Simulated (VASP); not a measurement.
Wanted: the native input for a VASP 6.6.1 run.

```yaml
Task: single point
Functional: LDA
Potentials_or_basis: VASP PAW LDA potentials, release 64 (Ni)
Cutoff: 520 eV
k_mesh: 16 × 16 × 16
Occupations: fermi-dirac, width 0.1 eV
Spin: collinear spin, ferromagnetic start
Starting_moments: "[0.39] μB"
Fixed_moment: 0.39 μB
Dipole_correction: no
Further_INCAR_settings: ALGO = Normal; EDIFF = 1e-06; NBANDS = 15
```

The structure of Ni lies in POSCAR:

```
Ni
1.0
    0.0000000000      1.7619350000      1.7619350000
    1.7619350000      0.0000000000      1.7619350000
    1.7619350000      1.7619350000      0.0000000000
Ni
1
Direct
    0.0000000000      0.0000000000      0.0000000000
```

These files were run (other wordings do the same):

INCAR

```
PREC = Accurate
ENCUT = 520
EDIFF = 1E-6
ISMEAR = -1
SIGMA = 0.1
LREAL = F
LASPH = T
NELM = 150
ALGO = Normal
ISIF = 2
LWAVE = F
LCHARG = F
ISPIN = 2
MAGMOM = 0.39
LORBIT = 11
NUPDOWN = 0.39
LMAXMIX = 4
GGA = CA
NBANDS = 15
```

KPOINTS

```
Automatic mesh
0
Gamma
  16 16 16
```

Potentials or basis: VASP PAW LDA potentials, release 64 (Ni).

Launch:

```bash
$ cat potpaw_LDA.64/Ni/POTCAR > POTCAR
$ mpirun -np 1 vasp_std > vasp.out
```

It gave:

* Pressure: -17.8 GPa
* Net moment: 0.39 μB per cell
* Site moments: Ni +0.39 μB
* Valence electrons inside the program's atomic spheres: Ni 9.31

Caveat: the total moment is fixed, so each spin has its own Fermi level.

It took 110 s on 1 thread of AMD EPYC 7R13 (shared host), peak memory 0.12 GiB.
